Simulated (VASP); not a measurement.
## Al: single point with PBEsol

Slab: Al, a slab with vacuum.

```xyz
5
Lattice="2.8394 0.0000 0.0000 -1.4197 2.4590 0.0000 0.0000 0.0000 24.2735" Properties=species:S:1:pos:R:3 pbc="T T T"
Al    1.4197    0.8197    7.4602
Al    0.0000    1.6393    9.8113
Al    0.0000    0.0000   12.1368
Al    1.4197    0.8197   14.4622
Al    0.0000    1.6393   16.8133
```

```yaml
Program: VASP 6.6.1
Task: single point
Functional: PBEsol
Potentials_or_basis: VASP PAW PBE potentials, release 64 (Al)
Cutoff: 520 eV
k_mesh: 12 × 12 × 1
Occupations: gaussian, width 0.1 eV
Spin: no spin polarisation
```

| Quantity | Value |
| --- | --- |
| Largest force | 0.005 eV/Å |

Forces on the atoms (eV/Å):
```
Al   0.000  0.000 -0.005
Al   0.000  0.000  0.001
Al   0.000  0.000  0.000
Al   0.000  0.000 -0.001
Al   0.000  0.000  0.005
```

Levels at points of the mesh, in eV from the Fermi level:
| k point | band 5 | band 6 | band 7 | band 8 | band 9 | band 10 |
| --- | --- | --- | --- | --- | --- | --- |
| (0.00, 0.00, 0.00) | -5.73 | -3.68 | -1.26 | 1.11 | 3.03 | 4.13 |
| (0.50, 0.00, 0.00) | -3.43 | -3.16 | -1.91 | -1.44 | 0.19 | 0.24 |

It took 70 s on 1 thread of Intel(R) Xeon(R) Platinum 8488C (Sapphire Rapids), on a shared host, peak memory 0.3 GiB.

Caveat: the PAW data sets were made with another functional, which shifts forces and pressure a little.
